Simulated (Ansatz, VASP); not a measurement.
# Ga: VASP beside Ansatz

Contents of INCAR:

```
PREC = Accurate
ENCUT = 600
EDIFF = 1E-6
ISMEAR = 0
SIGMA = 0.1
LREAL = False
LASPH = True
NELM = 60
ALGO = Normal
ISIF = 3
LWAVE = False
LCHARG = False
GGA = PE
IBRION = 2
NSW = 100
EDIFFG = -0.01
```

Contents of KPOINTS:

```
regular mesh
0
Gamma
  22 22 22
```

File POSCAR:

```
Ga
1.0
    0.0000000000      2.1087685091      2.1087685091
    2.1087685091      0.0000000000      2.1087685091
    2.1087685091      2.1087685091      0.0000000000
Ga
1
Direct
    0.0000000000      0.0000000000      0.0000000000
```

Input for Ansatz:

```yaml
crystal:
  lattice:
    - [0.0, 2.1087685091, 2.1087685091]
    - [2.1087685091, 0.0, 2.1087685091]
    - [2.1087685091, 2.1087685091, 0.0]
  atoms:
    - { symbol: Ga, position: [0.0, 0.0, 0.0] }
basis:
  ecutwfc: 420
kpoints:
  mp_grid: { grid: [22, 22, 22] }
hamiltonian:
  xc: pbe
scf:
  occupations: { method: gaussian, width: 0.1 }
output:
  forces: true
  stress: true
  eigenvalues: true
relax:
  adjacent_minimum: "off"
  f_tol: 0.01
  max_steps: 80
  cell: { stress_tol: 0.05 }
```

Alike in both runs: task relaxation of cell and atoms; functional PBE; k mesh 22 × 22 × 22; occupations gaussian, width 0.1 eV; no spin polarisation.

|  | VASP | Ansatz |
| --- | --- | --- |
| version | VASP 6.6.1 | Ansatz 0.2.0 |
| potentials or method | VASP PAW PBE potentials, release 64 (Ga_d), cutoff 600 eV | scalar-relativistic, plane waves, PAW |
| valence electrons in the cell | 13 | 13 |

|  | VASP | Ansatz | Ansatz less VASP |
| --- | --- | --- | --- |
| gap on the k mesh at the Fermi level, each at its own relaxed structure (eV) | none | none | - |
| relaxed volume (Å³/atom) | 18.94 | 18.93 | -0.010 |
| relaxed cell length with the largest relative difference (Å) | 2.992 | 2.991 | -0.0006 |

A gap of «none» marks a metal or a gap that the smearing closes.
